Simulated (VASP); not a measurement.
Write the native input for VASP 6.6.1 that does the following.

* Task: single point
* Functional: PBEsol
* Potentials or basis: VASP PAW PBE potentials, release 64 (Si)
* Cutoff: 520 eV
* k mesh: 1 × 1 × 1
* Occupations: fermi-dirac, width 0.02 eV
* Spin: no spin polarisation
* Dipole correction: no
* Further INCAR settings: LREAL = Auto; ALGO = Normal; EDIFF = 1e-07; NBANDS = 163

The structure of Si (a cell with a defect) lies in POSCAR:

```
Si
1.0
   10.8600000000      0.0000000000      0.0000000000
    0.0000000000     10.8600000000      0.0000000000
    0.0000000000      0.0000000000     10.8600000000
Si
63
Direct
    0.4979184370     -0.0015107835     -0.0016163522
    0.6243876893      0.1239343829      0.1255362694
    0.7498951011      0.2503163802      0.0005637181
    0.8761907814      0.3759498157      0.1253766512
    0.7503584581     -0.0003494365      0.2498973025
    0.8745619624      0.1254977375      0.3753209776
    0.0020289760     -0.0022272763      0.0005640056
    0.1252517071      0.1247742926      0.1245311935
    0.2496626806      0.2501773716      0.0001821576
    0.3747953270      0.3746453186      0.1246962924
    0.4975170827      0.5023433791      0.0012161895
    0.6252331008      0.6249990877      0.1248800618
    0.7496349677      0.7500997800      0.0002336735
    0.8751315267      0.8744621152      0.1244108760
    0.2492848477     -0.0017559694      0.2481389208
    0.3752184651      0.1248742926      0.3745379767
    0.4998392121      0.2497669019      0.2499353469
    0.6252704483      0.3749895171      0.3750221264
    0.7507371469      0.5003519648      0.2500822922
    0.8758150049      0.6252792448      0.3743372885
    0.4996383317     -0.0000399165      0.4994407340
    0.6250966680      0.1248822687      0.6249397516
    0.7496425126      0.2501834652      0.5001954061
    0.8749265744      0.3749064297      0.6246988401
    0.7507110366      0.0000716312      0.7504026053
    0.8757192324      0.1246989285      0.8749942187
    0.0018866441      0.5022623236     -0.0013231858
    0.1295122236      0.6284193353      0.1209639417
    0.3726663636      0.8722039756      0.1221074904
    0.0000992503      0.2498963624      0.2498201350
    0.1245900555      0.3757337706      0.3740439293
    0.2515823097      0.5018792872      0.2483359911
    0.3743871073      0.6256231648      0.3755223142
    0.4980042115      0.7485196771      0.2483412900
    0.6243707741      0.8753365591      0.3741439929
    0.0001022977      0.0000202507      0.4997391208
    0.1245622423      0.1240570504      0.6258411606
    0.2495391808      0.2503864858      0.5003892131
    0.3757000462      0.3760377070      0.6258453665
    0.4997307321      0.5005824415      0.5000241325
    0.6242404005      0.6245269889      0.6261211314
    0.7499300686      0.7504081735      0.5003885640
    0.8761700916      0.8755290275      0.6257255736
    0.2513975378     -0.0017794437      0.7520144382
    0.3742493279      0.1256560012      0.8754808737
    0.4996105726      0.2500693971      0.7503482107
    0.6241728366      0.3758365301      0.8745681686
    0.7501607217      0.5003344365      0.7505475521
    0.8745615856      0.6257457157      0.8757139518
    0.0023424332      0.7508931751      0.2476061308
    0.1254172539      0.8746981030      0.3748065063
   -0.0000391918      0.5003242111      0.4994880825
    0.1251352932      0.6251789596      0.6248196256
    0.2496571527      0.7501902796      0.5001335382
    0.3746576219      0.8748661378      0.6245246513
   -0.0000045590      0.2498429674      0.7502158990
    0.1252490215      0.3749407188      0.8752060690
    0.2490343247      0.5024668475      0.7523687091
    0.3713678462      0.6289020671      0.8786694851
    0.4975344428      0.7515898476      0.7523171061
    0.6253559312      0.8749198070      0.8751998153
    0.0018468346      0.7487954727      0.7522088836
    0.1292330344      0.8708703644      0.8785260182
```

One way to write it, as run:

INCAR

```
SYSTEM = Si
PREC = Accurate ; ENCUT = 520
EDIFF = 1E-7 ; ISMEAR = -1
SIGMA = 0.02 ; LREAL = Auto
LASPH = .True. ; NELM = 100
ALGO = Normal ; ISIF = 2
LWAVE = .False. ; LCHARG = .False.
GGA = PS ; NBANDS = 163
```

KPOINTS

```
Automatic mesh
0
Gamma
  1 1 1
  0 0 0
```

Potentials or basis: VASP PAW PBE potentials, release 64 (Si).

Run with:

```bash
$ cat potpaw_PBE.64/Si/POTCAR > POTCAR
$ mpirun -np 1 vasp_gam > vasp.out
```

It gave:

The pressure is 0.2 GPa and the largest force is 0.040 eV/Å.

Caveat: the k points lie up to 0.58 Å⁻¹ apart; the PAW data sets were made with another functional, which shifts forces and pressure a little.

It took 11 min on 1 thread of Intel Xeon 8259CL, with other jobs on the host, peak memory 1 GiB.
